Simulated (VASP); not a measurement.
# Hf3Te (Pm-3m) in VASP: single point with PBE

Aim: the single point of Hf3Te with PBE.

All numbers are computed with VASP 6.6.1; they aren't measurements. Logs are shortened: lines on timing, memory, paths and dates and some standing lists are left out, and cuts for length are marked.

**1. The cell of the first run**

The structure is cubic, space group Pm-3m (No. 221). The conventional cell has a = 4.473 Å, b = 4.473 Å, c = 4.473 Å, α = 90.00°, β = 90.00°, γ = 90.00°. Hf (site symmetry 4/mmm) has 8 Hf at 3.16 Å and 4 Te at 3.16 Å within 4.2 Å. Te (site symmetry m-3m) has 12 Hf at 3.16 Å within 4.2 Å.

**2. Single point, PBE**

Input file INCAR:

```
PREC = Accurate ; ENCUT = 500
EDIFF = 1E-6 ; ISMEAR = 0
SIGMA = 0.1 ; LREAL = F
LASPH = T ; NELM = 120
ALGO = Normal ; ISIF = 2
LWAVE = F ; LCHARG = F
GGA = PE ; NBANDS = 26
GGA_COMPAT = F
```

Input file KPOINTS:

```
Automatic mesh
0
Gamma
  4 4 4
```

Input file POSCAR:

```
Hf3Te
1.0
    4.4733156694      0.0000000000      0.0000000000
    0.0000000000      4.4733156694      0.0000000000
    0.0000000000      0.0000000000      4.4733156694
Hf Te
3 1
Direct
    0.0000000000      0.5000000000      0.5000000000
    0.5000000000      0.0000000000      0.5000000000
    0.5000000000      0.5000000000      0.0000000000
    0.0000000000      0.0000000000      0.0000000000
```

Potentials or basis: VASP PAW PBE potentials, release 64 (Hf_pv, Te).

Command:

```sh
$ cat potpaw_PBE.64/Hf_pv/POTCAR potpaw_PBE.64/Te/POTCAR > POTCAR
$ mpirun -np 1 vasp_std > vasp.out
```

OUTCAR:

```text
PREC = Accurate
   ENCUT = 500
   EDIFF = 1E-6
   ISMEAR = 0
   LREAL = F
   LASPH = T
   NELM = 120
   ISIF = 2
   GGA = PE

 ion  position               nearest neighbor table
   1  0.000  0.500  0.500-   2 3.16   3 3.16   4 3.16   3 3.16   4 3.16   2 3.16   4 3.16   4 3.16
                             2 3.16   3 3.16   3 3.16   2 3.16
   2  0.500  0.000  0.500-   1 3.16   3 3.16   4 3.16   3 3.16   4 3.16   1 3.16   3 3.16   3 3.16
                             1 3.16   4 3.16   4 3.16   1 3.16
   3  0.500  0.500  0.000-   1 3.16   2 3.16   4 3.16   1 3.16   2 3.16   2 3.16   4 3.16   2 3.16
                             1 3.16   4 3.16   1 3.16   4 3.16
   4  0.000  0.000  0.000-   1 3.16   2 3.16   3 3.16   1 3.16   2 3.16   1 3.16   3 3.16   1 3.16
                             2 3.16   3 3.16   2 3.16   3 3.16

  LATTYP: Found a simple cubic cell.
 ALAT       =     4.4733156694

  Lattice vectors:

 A1 = (   4.4733156694,   0.0000000000,   0.0000000000)
 A2 = (   0.0000000000,   4.4733156694,   0.0000000000)
 A3 = (   0.0000000000,   0.0000000000,   4.4733156694)

Analysis of symmetry for initial positions (statically):
=====================================================================
 Subroutine PRICEL returns:
 Original cell was already a primitive cell.

 Routine SETGRP: Setting up the symmetry group for a
 simple cubic supercell.

 Subroutine GETGRP returns: Found 48 space group operations
 (whereof 48 operations were pure point group operations)
 out of a pool of 48 trial point group operations.

The static configuration has the point symmetry O_h .

Analysis of symmetry for dynamics (positions and initial velocities):
=====================================================================
 Subroutine PRICEL returns:
 Original cell was already a primitive cell.

 Routine SETGRP: Setting up the symmetry group for a
 simple cubic supercell.

 Subroutine GETGRP returns: Found 48 space group operations
 (whereof 48 operations were pure point group operations)
 out of a pool of 48 trial point group operations.

The dynamic configuration has the point symmetry O_h .

 Subroutine INISYM returns: Found 48 space group operations
 (whereof 48 operations are pure point group operations),
 and found     1 'primitive' translations

----------------------------------------------------------------------------------------

                                     Primitive cell

  volume of cell :      89.5135

  direct lattice vectors                    reciprocal lattice vectors
[... 78 lines left out ...]
   EDIFFG = 0.1E-04   stopping-criterion for IOM
   NSW    =      0    number of steps for IOM
   IBRION =     -1    ionic relax: 0-MD 1-quasi-New 2-CG
   NFREE  =      0    steps in history (QN), initial steepest desc. (CG)
   ISIF   =      2    stress and relaxation
   ISYM   =      2    0-nonsym 1-usesym 2-fastsym
   POTIM  = 0.5000    time-step for ionic-motion
   TEBEG  =    0.0;   TEEND  =   0.0 temperature during run
   PSTRESS=    0.0 pullay stress
   NELECT =      36.0000    total number of electrons
   NUPDOWN=      -1.0000    fix difference up-down
   EMIN   =  10.00;   EMAX   =-10.00  energy-range for DOS
   EFERMI =   0.00;   METHOD = LEGACY
   ISMEAR =     0;   SIGMA  =   0.10  broadening in eV -4-tet -1-fermi 0-gaus
   EFERMI_NEDOS =   21; number of points for ismear=-14 and -15
   IALGO  =     38    algorithm
   IMIX   =      4    mixing-type and parameters
     AMIX     =   0.40;   BMIX     =  1.00
     AMIX_MAG =   1.60;   BMIX_MAG =  1.00
  volume/ion in A,a.u.               =      22.38       151.02
  Fermi-wavevector in a.u.,A,eV,Ry     =   1.208406  2.283556 19.867832  1.460244
  Thomas-Fermi vector in A             =   2.344014
   LORBIT       =      0    0 simple, 1 ext, 2 COOP (PROOUT), +10 PAW based schemes
   GGA     = PE    functional components
   LHFCALC =     F    Hartree Fock is set to
   AEXX    =    0.0000 exact exchange contribution
   IVDW    =     0    specifies the selected vdW correction
   LEPSILON=     F    determine dielectric tensor
   LRPA    =     F    only Hartree local field effects (RPA)
 non-spin polarized calculation
 Gauss-broadening in eV      SIGMA  =   0.10
  energy-cutoff  :      500.00
  volume of cell :       89.51
 maximum number of plane-waves:      2301
 NGX is ok and might be reduce to    36
   NGX = 17   NGY = 17   NGZ = 17

 number of electron      35.9999990 magnetization

 Free energy of the ion-electron system (eV)
  ---------------------------------------------------
  ext. energy  EPLUGINS =         0.00000000
  ---------------------------------------------------
  free energy    TOTEN  =       -33.52252296 eV

  energy without entropy =      -33.51661946  energy(sigma->0) =      -33.51957121

 E-fermi :   6.8311     XC(G=0): -11.2512

 val. band max:        6.7247803996   @ k =   0.5000   0.2500   0.2500
 cond. band min:       6.9025621289   @ k =   0.0000   0.0000   0.0000
 fundamental gap:      0.1777817293
 Fermi energy:         6.8310695895

 k-point     1 :       0.0000    0.0000    0.0000
  band No.  band energies     occupation
      1     -24.1477      2.00000
      2     -24.1477      2.00000
      3     -24.1477      2.00000
      4     -23.8978      2.00000
      5     -23.8978      2.00000
      6     -23.8978      2.00000
[... 279 lines left out ...]
     25       9.6510      0.00000
     26       9.6510      0.00000

------------------------ aborting loop because EDIFF is reached ----------------------------------------

  FORCE on cell =-STRESS in cart. coord.  units (eV):
  Direction    XX          YY          ZZ          XY          YZ          ZX
  --------------------------------------------------------------------------------------
  -------------------------------------------------------------------------------------
  Total       -2.1581752     -2.1581752     -2.1581752      0.0000000      0.0000000      0.0000000
  in kB      -38.6285704    -38.6285704    -38.6285704      0.0000000      0.0000000      0.0000000
  external PRESSURE =     -38.6285704 kB  Pullay stress =       0.0000000 kB

 VOLUME and BASIS-vectors are now :
 -----------------------------------------------------------------------------
  energy-cutoff  :      500.00
  volume of cell :       89.51
      direct lattice vectors                 reciprocal lattice vectors
     4.473315669  0.000000000  0.000000000     0.223547828  0.000000000  0.000000000
     0.000000000  4.473315669  0.000000000     0.000000000  0.223547828  0.000000000
     0.000000000  0.000000000  4.473315669     0.000000000  0.000000000  0.223547828

 POSITION                                       TOTAL-FORCE (eV/Angst)
 -----------------------------------------------------------------------------------
      0.00000      2.23666      2.23666         0.000000      0.000000      0.000000
      2.23666      0.00000      2.23666         0.000000      0.000000      0.000000
      2.23666      2.23666      0.00000         0.000000      0.000000      0.000000
      0.00000      0.00000      0.00000         0.000000      0.000000      0.000000
 -----------------------------------------------------------------------------------
    total drift:                                0.000000      0.000000      0.000000

  FREE ENERGIE OF THE ION-ELECTRON SYSTEM (eV)
  ---------------------------------------------------
  free  energy   TOTEN  =       -33.5225229630 eV

  energy  without entropy=      -33.5166194580  energy(sigma->0) =      -33.51957121
```

OSZICAR:

```text
N       E                     dE             d eps       ncg     rms          rms(c)
DAV:   1     0.133940776748E+03    0.13394E+03   -0.18685E+04   536   0.124E+03
DAV:   2    -0.272107397356E+02   -0.16115E+03   -0.15601E+03   634   0.303E+02
DAV:   3    -0.344914330702E+02   -0.72807E+01   -0.71144E+01   678   0.427E+01
DAV:   4    -0.346166024651E+02   -0.12517E+00   -0.12440E+00   670   0.623E+00
DAV:   5    -0.346187683424E+02   -0.21659E-02   -0.21640E-02   680   0.762E-01    0.696E+01
DAV:   6    -0.337755484315E+02    0.84322E+00   -0.82875E-01   586   0.467E+00    0.393E+01
DAV:   7    -0.335289997177E+02    0.24655E+00   -0.11486E+00   604   0.552E+00    0.363E+00
DAV:   8    -0.335241558796E+02    0.48438E-02   -0.60805E-02   606   0.118E+00    0.922E-01
DAV:   9    -0.335225933355E+02    0.15625E-02   -0.89002E-03   616   0.488E-01    0.383E-01
DAV:  10    -0.335225342694E+02    0.59066E-04   -0.35117E-04   666   0.942E-02    0.123E-01
DAV:  11    -0.335225241715E+02    0.10098E-04   -0.85858E-05   618   0.364E-02    0.134E-01
DAV:  12    -0.335225232146E+02    0.95688E-06   -0.17548E-05   514   0.162E-02    0.108E-02
DAV:  13    -0.335225229630E+02    0.25160E-06   -0.10926E-06   418   0.495E-03
   1 F= -.33522523E+02 E0= -.33519571E+02  d E =-.590351E-02
```

stdout:

```text
POSCAR found type information on POSCAR HfTe
 POSCAR found :  2 types and       4 ions
 scaLAPACK will be used
 LDA part: xc-table for (Slater+PW92), standard interpolation
 POSCAR, INCAR and KPOINTS ok, starting setup
 FFT: planning ... GRIDC
 FFT: planning ... GRID_SOFT
 FFT: planning ... GRID
 WAVECAR not read
 entering main loop
```

Wall time 45 s (1 thread of Intel Xeon 8259CL, shared host); peak memory 0.21 GiB.

Results:

```yaml
Free_energy: -33.5225 eV
Pressure: -3.9 GPa
Band_gap_on_the_k_mesh: zero (bands 18 and 19 overlap by 2.50 eV)
```

Levels at points of the mesh, in eV from the Fermi level:
```csv
k point,band 15,band 16,band 17,band 18,band 19,band 20
"(0.00, 0.00, 0.00)",-2.89,-2.89,-1.75,-1.75,-1.75,0.07
"(0.50, 0.00, 0.00)",-1.13,-1.03,-0.59,0.24,0.24,0.45
"(0.50, 0.50, 0.00)",-0.86,-0.86,-0.63,0.40,0.40,0.82
"(0.50, 0.50, 0.50)",-3.38,-3.38,0.54,0.75,0.75,0.75
```

Caveat: the cell stands under tension; spin-orbit coupling is left out, which moves the levels of the heavy elements.

The gap in the log of VASP goes by the Fermi energy; the results here count the filled bands.